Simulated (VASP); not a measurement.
Input of a VASP 6.6.1 run:

Contents of INCAR:

```
  ALGO = Normal
  EDIFF = 1E-6
  ENCUT = 750
  GGA = PE
  GGA_COMPAT = False
  ISIF = 2
  ISMEAR = 0
  LASPH = True
  LCHARG = False
  LREAL = False
  LWAVE = False
  NBANDS = 12
  NELM = 120
  PREC = Accurate
  SIGMA = 0.02
```

The input KPOINTS:

```
k-points
0
Gamma
  8 8 8
```

The input POSCAR:

```
LiBr
1.0
    0.0000000000      2.8443487373      2.8443487373
    2.8443487373      0.0000000000      2.8443487373
    2.8443487373      2.8443487373      0.0000000000
Li Br
1 1
Direct
    0.0000000000      0.0000000000      0.0000000000
    0.5000000000      0.5000000000      0.5000000000
```

Potentials or basis: VASP PAW PBE potentials, release 64 (Li_sv, Br).

Launch:

```sh
$ cat potpaw_PBE.64/Li_sv/POTCAR potpaw_PBE.64/Br/POTCAR > POTCAR
$ mpirun -np 1 vasp_std > vasp.out
```

Estimate the pressure.

-2.0 GPa.

Predict the band gap on the k mesh.

4.54 eV, direct.
